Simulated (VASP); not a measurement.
# MgS (Cmmm) in VASP: further runs

Runs on MgS. Level: PBE. Tasks: single point.

Everything below comes from runs of VASP 6.6.1. Logs are shortened: lines on timing, memory, paths and dates and some standing lists are left out, and cuts for length are marked.

## (1) The cell of the first run

It takes space group Cmmm (No. 65, orthorhombic). Conventional cell: a = 3.441 Å, b = 5.097 Å, c = 4.590 Å, α = 90.00°, β = 90.00°, γ = 90.00°. Mg (site symmetry mmm) has 8 S at 2.87 to 3.43 Å and 6 Mg at 3.08 to 3.44 Å within 3.8 Å. S (site symmetry mmm) has 8 Mg at 2.87 to 3.43 Å and 6 S at 3.08 to 3.44 Å within 3.8 Å.

The cell was built from a structure type or drawn by symmetry, and may not be a known phase.

## (2) Single point, PBE

INCAR reads:

```
SYSTEM = MgS
  PREC = Accurate
  ENCUT = 520
  EDIFF = 1E-6
  ISMEAR = 0
  SIGMA = 0.1
  LREAL = .FALSE.
  LASPH = .TRUE.
  NELM = 80
  ALGO = Normal
  ISIF = 2
  LWAVE = .FALSE.
  LCHARG = .FALSE.
  GGA = PE
  NBANDS = 11
```

KPOINTS reads:

```
regular mesh
0
G
  6 6 4
  0 0 0
```

POSCAR reads:

```
MgS
1.0
    1.7206830400     -2.5487016000      0.0000000000
    1.7206830400      2.5487016000      0.0000000000
    0.0000000000      0.0000000000      4.5897795700
Mg S
1 1
Direct
    0.5000000000      0.5000000000      0.5000000000
    0.0000000000      0.0000000000      0.0000000000
```

Potentials or basis: VASP PAW PBE potentials, release 64 (Mg, S).

The run is started by

```
> cat potpaw_PBE.64/Mg/POTCAR potpaw_PBE.64/S/POTCAR > POTCAR
> mpirun -np 1 vasp_std > vasp.out
```

OUTCAR:

```text
SYSTEM = MgS
   PREC = Accurate
   ENCUT = 520
   EDIFF = 1E-6
   ISMEAR = 0
   LREAL = .FALSE.
   LASPH = .TRUE.
   NELM = 80
   ISIF = 2
   GGA = PE

 ion  position               nearest neighbor table
   1  0.500  0.500  0.500-   2 2.87   2 2.87   2 2.87   2 2.87
   2  0.000  0.000  0.000-   1 2.87   1 2.87   1 2.87   1 2.87

  LATTYP: Found a base centered orthorhombic cell.
 ALAT       =     3.4413660800
 B/A-ratio  =     1.4812150412
 C/A-ratio  =     1.3337086097

  Lattice vectors:

 A1 = (   1.7206830400,  -2.5487016000,   0.0000000000)
 A2 = (   1.7206830400,   2.5487016000,   0.0000000000)
 A3 = (   0.0000000000,   0.0000000000,   4.5897795700)

Analysis of symmetry for initial positions (statically):
=====================================================================
 Subroutine PRICEL returns:
 Original cell was already a primitive cell.

 Routine SETGRP: Setting up the symmetry group for a
 base centered orthorhombic supercell.

 Subroutine GETGRP returns: Found  8 space group operations
 (whereof  8 operations were pure point group operations)
 out of a pool of  8 trial point group operations.

The static configuration has the point symmetry D_2h.

Analysis of symmetry for dynamics (positions and initial velocities):
=====================================================================
 Subroutine PRICEL returns:
 Original cell was already a primitive cell.

 Routine SETGRP: Setting up the symmetry group for a
 base centered orthorhombic supercell.

 Subroutine GETGRP returns: Found  8 space group operations
 (whereof  8 operations were pure point group operations)
 out of a pool of  8 trial point group operations.

The dynamic configuration has the point symmetry D_2h.

 Subroutine INISYM returns: Found  8 space group operations
 (whereof  8 operations are pure point group operations),
 and found     1 'primitive' translations

----------------------------------------------------------------------------------------

                                     Primitive cell

  volume of cell :      40.2570

  direct lattice vectors                    reciprocal lattice vectors
     1.720683040 -2.548701600  0.000000000     0.290582279 -0.196178321  0.000000000
     1.720683040  2.548701600  0.000000000     0.290582279  0.196178321  0.000000000
     0.000000000  0.000000000  4.589779570     0.000000000  0.000000000  0.217875387

  length of vectors
     3.075163405  3.075163405  4.589779570     0.350605183  0.350605183  0.217875387

  position of ions in fractional coordinates (direct lattice)
     0.500000000  0.500000000  0.500000000
     0.000000000  0.000000000  0.000000000

  ion indices of the primitive-cell ions
   primitive index   ion index
                 1           1
                 2           2

----------------------------------------------------------------------------------------

 KPOINTS: regular mesh

Automatic generation of k-mesh.
 Grid dimensions read from file:
 generate k-points for:    6    6    4

 Generating k-lattice:

  Cartesian coordinates                     Fractional coordinates (reciprocal lattice)
     0.048430380 -0.032696387  0.000000000     0.166666667  0.000000000  0.000000000
     0.048430380  0.032696387  0.000000000     0.000000000  0.166666667  0.000000000
     0.000000000  0.000000000  0.054468847     0.000000000  0.000000000  0.250000000

  Length of vectors
     0.058434197  0.058434197  0.054468847

  Shift w.r.t. Gamma in fractional coordinates (k-lattice)
     0.000000000  0.000000000  0.000000000

 Subroutine IBZKPT returns following result:
 ===========================================

 Found     39 irreducible k-points:

 Following reciprocal coordinates:
            Coordinates               Weight
  0.000000  0.000000  0.000000      1.000000
  0.166667 -0.000000  0.000000      4.000000
  0.333333  0.000000  0.000000      4.000000
  0.500000 -0.000000  0.000000      2.000000
  0.166667  0.166667  0.000000      2.000000
  0.333333  0.166667  0.000000      4.000000
[... 16 lines left out ...]
  0.333333  0.333333  0.250000      4.000000
  0.500000  0.333333  0.250000      8.000000
 [... further k-points ...]
   k-points           NKPTS =     39   k-points in BZ     NKDIM =     39   number of bands    NBANDS=     11
   number of dos      NEDOS =    301   number of ions     NIONS =      2
   total plane-waves  NPLWV =  20736
   dimension x,y,z NGX =    24 NGY =   24 NGZ =   36
   dimension x,y,z NGXF=    48 NGYF=   48 NGZF=   72
   ions per type =               1   1
   NGX,Y,Z   is equivalent  to a cutoff of  12.97, 12.97, 13.04 a.u.
   NGXF,Y,Z  is equivalent  to a cutoff of  25.95, 25.95, 26.08 a.u.
 SYSTEM =  MgS
   PREC   = accura    normal or accurate (medium, high low for compatibility)
   ISTART =      0    job   : 0-new  1-cont  2-samecut
   ICHARG =      2    charge: 1-file 2-atom 10-const
   ISPIN  =      1    spin polarized calculation?
   LNONCOLLINEAR =      F non collinear calculations
   LSORBIT =      F    spin-orbit coupling
   LASPH  =      T    aspherical Exc in radial PAW
   ENCUT  =  520.0 eV  38.22 Ry    6.18 a.u.   5.72  5.72  8.53*2*pi/ulx,y,z
   NELM   =     80;   NELMIN=  2; NELMDL= -5     # of ELM steps
   EDIFF  = 0.1E-05   stopping-criterion for ELM
   LREAL  =      F    real-space projection
   EDIFFG = 0.1E-04   stopping-criterion for IOM
   NSW    =      0    number of steps for IOM
   IBRION =     -1    ionic relax: 0-MD 1-quasi-New 2-CG
   NFREE  =      0    steps in history (QN), initial steepest desc. (CG)
   ISIF   =      2    stress and relaxation
   ISYM   =      2    0-nonsym 1-usesym 2-fastsym
   POTIM  = 0.5000    time-step for ionic-motion
   TEBEG  =    0.0;   TEEND  =   0.0 temperature during run
   PSTRESS=    0.0 pullay stress
   NELECT =       8.0000    total number of electrons
   NUPDOWN=      -1.0000    fix difference up-down
   EMIN   =  10.00;   EMAX   =-10.00  energy-range for DOS
   EFERMI =   0.00;   METHOD = LEGACY
   ISMEAR =     0;   SIGMA  =   0.10  broadening in eV -4-tet -1-fermi 0-gaus
   EFERMI_NEDOS =   21; number of points for ismear=-14 and -15
   IALGO  =     38    algorithm
   IMIX   =      4    mixing-type and parameters
     AMIX     =   0.40;   BMIX     =  1.00
     AMIX_MAG =   1.60;   BMIX_MAG =  1.00
  volume/ion in A,a.u.               =      20.13       135.83
  Fermi-wavevector in a.u.,A,eV,Ry     =   0.955339  1.805329 12.417670  0.912673
  Thomas-Fermi vector in A             =   2.084168
   LORBIT       =      0    0 simple, 1 ext, 2 COOP (PROOUT), +10 PAW based schemes
   GGA     = PE    functional components
   LHFCALC =     F    Hartree Fock is set to
   AEXX    =    0.0000 exact exchange contribution
   IVDW    =     0    specifies the selected vdW correction
   LEPSILON=     F    determine dielectric tensor
   LRPA    =     F    only Hartree local field effects (RPA)
 non-spin polarized calculation
 Gauss-broadening in eV      SIGMA  =   0.10
  energy-cutoff  :      520.00
  volume of cell :       40.26
 maximum number of plane-waves:      1100
   NGX = 11   NGY = 11   NGZ = 17

 number of electron       7.9999997 magnetization

 Free energy of the ion-electron system (eV)
  ---------------------------------------------------
  ext. energy  EPLUGINS =         0.00000000
  ---------------------------------------------------
  free energy    TOTEN  =        -5.74349742 eV

  energy without entropy =       -5.73630941  energy(sigma->0) =       -5.73990342

 E-fermi :   4.4890     XC(G=0):  -9.3584

 val. band max:        4.4882694120   @ k =  -0.1667   0.1667   0.2500
 cond. band min:       4.5039885727   @ k =   0.5000  -0.0000   0.5000
 fundamental gap:      0.0157191607
 Fermi energy:         4.4890357676

 k-point     1 :       0.0000    0.0000    0.0000
  band No.  band energies     occupation
      1      -9.4488      2.00000
      2      -0.1558      2.00000
      3       1.0321      2.00000
      4       4.5987      0.12100
      5       5.5010      0.00000
      6      11.4430      0.00000
      7      12.7448      0.00000
      8      13.3595      0.00000
      9      16.2189      0.00000
     10      16.2301      0.00000
     11      16.7733      0.00000

 k-point     2 :       0.1667   -0.0000    0.0000
  band No.  band energies     occupation
      1      -9.1256      2.00000
      2       0.1782      2.00000
      3       1.3150      2.00000
      4       3.2288      2.00000
      5       4.9944      0.00000
      6      11.6036      0.00000
      7      11.6762      0.00000
      8      12.3954      0.00000
      9      15.1245      0.00000
     10      16.7244      0.00000
     11      16.7854      0.00000

 k-point     3 :       0.3333    0.0000    0.0000
  band No.  band energies     occupation
      1      -8.3245      2.00000
      2       0.0188      2.00000
      3       1.0228      2.00000
      4       3.2398      2.00000
      5       4.5713      0.24471
      6       8.7612      0.00000
      7       9.0452      0.00000
      8      11.5074      0.00000
      9      15.8163      0.00000
     10      16.1131      0.00000
     11      17.0110      0.00000
[... 267 lines left out ...]
 k-point    23 :       0.3333    0.3333    0.2500
  band No.  band energies     occupation
      1      -7.2791      2.00000
      2       0.4510      2.00000
      3       0.5823      2.00000
      4       1.3883      2.00000
      5       6.0610      0.00000
      6       6.2520      0.00000
      7       8.5006      0.00000
      8      11.8098      0.00000
      9      12.3418      0.00000
     10      15.2892      0.00000
     11      17.0381      0.00000

 k-point    24 :       0.5000    0.3333    0.2500
  band No.  band energies     occupation
      1      -7.3139      2.00000
      2      -0.0614      2.00000
      3       1.2130      2.00000
      4       1.8785      2.00000
      5       5.2341      0.00000
      6       8.2238      0.00000
      7       8.5976      0.00000
      8      10.7605      0.00000
      9      11.8195      0.00000
     10      14.5460      0.00000
     11      15.7804      0.00000

 [... further k-points ...]

------------------------ aborting loop because EDIFF is reached ----------------------------------------

  FORCE on cell =-STRESS in cart. coord.  units (eV):
  Direction    XX          YY          ZZ          XY          YZ          ZX
  --------------------------------------------------------------------------------------
  -------------------------------------------------------------------------------------
  Total        0.7646623      1.3474263     -4.9962007     -0.0000000      0.0000000      0.0000000
  in kB       30.4325640     53.6258134   -198.8422943     -0.0000000      0.0000000      0.0000000
  external PRESSURE =     -38.2613056 kB  Pullay stress =       0.0000000 kB

 VOLUME and BASIS-vectors are now :
 -----------------------------------------------------------------------------
  energy-cutoff  :      520.00
  volume of cell :       40.26
      direct lattice vectors                 reciprocal lattice vectors
     1.720683040 -2.548701600  0.000000000     0.290582279 -0.196178321  0.000000000
     1.720683040  2.548701600  0.000000000     0.290582279  0.196178321  0.000000000
     0.000000000  0.000000000  4.589779570     0.000000000  0.000000000  0.217875387

 POSITION                                       TOTAL-FORCE (eV/Angst)
 -----------------------------------------------------------------------------------
      1.72068      0.00000      2.29489         0.000000      0.000000      0.000000
      0.00000      0.00000      0.00000        -0.000000      0.000000      0.000000
 -----------------------------------------------------------------------------------
    total drift:                                0.000000     -0.000000      0.000000

  FREE ENERGIE OF THE ION-ELECTRON SYSTEM (eV)
  ---------------------------------------------------
  free  energy   TOTEN  =        -5.7434974247 eV

  energy  without entropy=       -5.7363094071  energy(sigma->0) =       -5.73990342
```

Run time: 18 s. Hardware: 1 thread of Intel Xeon 8259CL, shared host; peak memory 0.16 GiB.

What came out:

```
Free energy            : -5.7435 eV
Pressure               : -3.8 GPa
Band gap on the k mesh : zero (bands 4 and 5 overlap by 2.20 eV)
```

Stress tensor (GPa, compression positive):
```
  3.04   0.00   0.00
  0.00   5.36   0.00
  0.00   0.00 -19.88
```

Caveat: the k points lie up to 0.37 Å⁻¹ apart, too coarse for converged energies and pressures of a metal.

## (3) Single point, PBE

This run uses another cell than the first one: it holds 4 atoms, not 2.

INCAR reads:

```
SYSTEM = MgS
PREC = Accurate
ENCUT = 520
EDIFF = 1E-6
ISMEAR = 0
SIGMA = 0.1
LREAL = .False.
LASPH = .True.
NELM = 60
ALGO = Normal
ISIF = 2
LWAVE = .False.
LCHARG = .False.
GGA = PE
NBANDS = 16
```

KPOINTS reads:

```
regular mesh
0
Gamma
  4 4 2
  0 0 0
```

POSCAR reads:

```
MgS
1.0
    0.0000000000      0.0000000000     -3.4794970403
   -1.7702002386     -3.9715850648      0.0000000000
   -5.3106007158      3.9715850648      0.0000000000
Mg S
2 2
Direct
    0.5000000000      0.7500000000      0.7500000000
    0.5000000000      0.2500000000      0.2500000000
    0.0000000000      0.0000000000      0.0000000000
    0.0000000000      0.5000000000      0.5000000000
```

Potentials or basis: VASP PAW PBE potentials, release 64 (Mg, S).

The run is started by

```
> cat potpaw_PBE.64/Mg/POTCAR potpaw_PBE.64/S/POTCAR > POTCAR
> mpirun -np 1 vasp_std > vasp.out
```

Run time: 47 s. Hardware: 1 thread of Intel Xeon 8259CL, shared host; peak memory 0.2 GiB.

Results (log left out):

```
Free energy            : -15.4991 eV
Pressure               : 0.0 GPa
Band gap on the k mesh : 2.05 eV
```

Stress tensor (GPa, compression positive):
```
-0.29  0.01  0.00
 0.01  0.09  0.00
 0.00  0.00  0.10
```

Levels at points of the mesh, in eV from the valence-band top:
```
           k point  band 4  band 5  band 6  band 7  band 8  band 9  band 10  band 11  band 12  band 13
(0.00, 0.00, 0.00)   -0.94   -0.84   -0.61   -0.55   -0.13    2.05     3.55     5.78     6.59     6.69
(0.50, 0.00, 0.00)   -3.31   -3.24   -0.22   -0.14   -0.13    2.28     5.66     5.70     6.37     6.70
(0.00, 0.50, 0.00)   -2.92   -2.02   -2.02   -0.27   -0.27    4.97     4.97     5.94     5.94     7.51
(0.50, 0.50, 0.00)   -3.75   -2.03   -2.03   -0.91   -0.91    3.27     3.27     4.42     4.42     8.22
(0.00, 0.00, 0.50)   -2.83   -0.93   -0.93   -0.35   -0.35    3.59     3.59     5.72     5.72     7.04
(0.50, 0.00, 0.50)   -4.00   -1.96   -1.96   -0.15   -0.15    3.83     3.83     6.37     6.37     7.38
(0.00, 0.50, 0.50)   -2.79   -0.94   -0.77   -0.41   -0.13    3.55     4.08     5.88     6.27     6.59
(0.50, 0.50, 0.50)   -3.31   -3.24   -1.51   -0.33   -0.13    2.28     2.47     6.21     6.37     6.70
```

Caveat: the k points lie up to 0.49 Å⁻¹ apart. A k mesh can miss the band edges.

(Continued in part 2 of 2.)
